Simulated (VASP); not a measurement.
Crystal: ScNb.

```
Nb Sc
1.0
     3.06564    0.00000    0.00000
    -1.53282    2.65493    0.00000
     0.00000    0.00000    5.07219
Nb Sc
1 1
Direct
  0.33333 0.66667 0.50000
  0.00000 0.00000 0.00000
```

Base run:

```yaml
Program: VASP 6.6.1
Functional: PBE
Potentials_or_basis: VASP PAW PBE potentials, release 64 (Nb_sv, Sc_sv)
Cutoff: 520 eV
k_mesh: 10 × 10 × 5
Occupations: gaussian, width 0.05 eV
Spin: no spin polarisation
```

Its results: band gap on the k mesh zero (bands 12 and 13 overlap by 0.90 eV); pressure -0.2 GPa.

**Question.** After a change of settings the same cell gave: band gap on the k mesh zero (bands 12 and 13 overlap by 0.89 eV); pressure -4.1 GPa. Which change was it?
A. occupations from gaussian, width 0.05 eV to fermi-dirac, width 0.05 eV
B. functional from PBE to PBEsol; occupations from gaussian, width 0.05 eV to gaussian, width 0.1 eV
C. k mesh from 10 × 10 × 5 to 6 × 6 × 3; occupations from gaussian, width 0.05 eV to fermi-dirac, width 0.03 eV

**Answer.** B.

Caveats: the cell stands under tension (at least some runs); the PAW data sets were made with another functional, which shifts forces and pressure a little (at least some runs).
